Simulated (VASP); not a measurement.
Set up this calculation in VASP 6.6.1, as the native input.

| Quantity | Value |
| --- | --- |
| Task | single point |
| Functional | PBE |
| Potentials or basis | VASP PAW PBE potentials, release 64 (Sc_sv, Mo_sv) |
| Cutoff | 520 eV |
| k mesh | 6 × 6 × 6 |
| Occupations | gaussian, width 0.1 eV |
| Spin | no spin polarisation |
| Dipole correction | no |
| Further INCAR settings | ALGO = Fast; EDIFF = 1e-07; NBANDS = 32 |

The structure of Sc3Mo lies in POSCAR:

```
Sc3Mo
1.0
    5.3277228000      0.0000000000      0.0000000000
   -2.6638614000      4.6139432900      0.0000000000
    0.0000000000      0.0000000000      3.6848189300
Sc Mo
3 1
Direct
    0.5000000000      0.0000000000      0.0000000000
    0.0000000000      0.5000000000      0.0000000000
    0.5000000000      0.5000000000      0.0000000000
    0.0000000000      0.0000000000      0.5000000000
```

The cell was built from a structure type or drawn by symmetry, and may not be a known phase.

The input as run:

INCAR

```
PREC     = Accurate       # precision mode
ENCUT    = 520            # plane-wave cutoff, eV
EDIFF    = 1E-7           # SCF threshold, eV
ISMEAR   = 0              # smearing method
SIGMA    = 0.1            # smearing width, eV
LREAL    = F              # projectors in reciprocal space
LASPH    = T              # aspherical terms in the spheres
NELM     = 80             # most SCF steps
ALGO     = Fast           # electronic algorithm
ISIF     = 2              # what is computed and relaxed
LWAVE    = F              # write WAVECAR
LCHARG   = T              # write CHGCAR
GGA      = PE             # functional
LELF     = T              # ELF
LVHAR    = T            
NBANDS   = 32             # bands
```

KPOINTS

```
Automatic mesh
0
Gamma
  6 6 6
```

Potentials or basis: VASP PAW PBE potentials, release 64 (Sc_sv, Mo_sv).

Launch:

```sh
$ cat potpaw_PBE.64/Sc_sv/POTCAR potpaw_PBE.64/Mo_sv/POTCAR > POTCAR
$ mpirun -np 1 vasp_std > vasp.out
```

It gave:

| Item | Value |
| --- | --- |
| Pressure | -1.3 GPa |
| Band gap on the k mesh | zero (an odd number of electrons rules out a gap without spin polarisation) |

Wall time 110 s on 1 thread of Intel(R) Xeon(R) Platinum 8375C CPU @ 2.90GHz (Ice Lake) (shared host), peak memory 0.24 GiB.
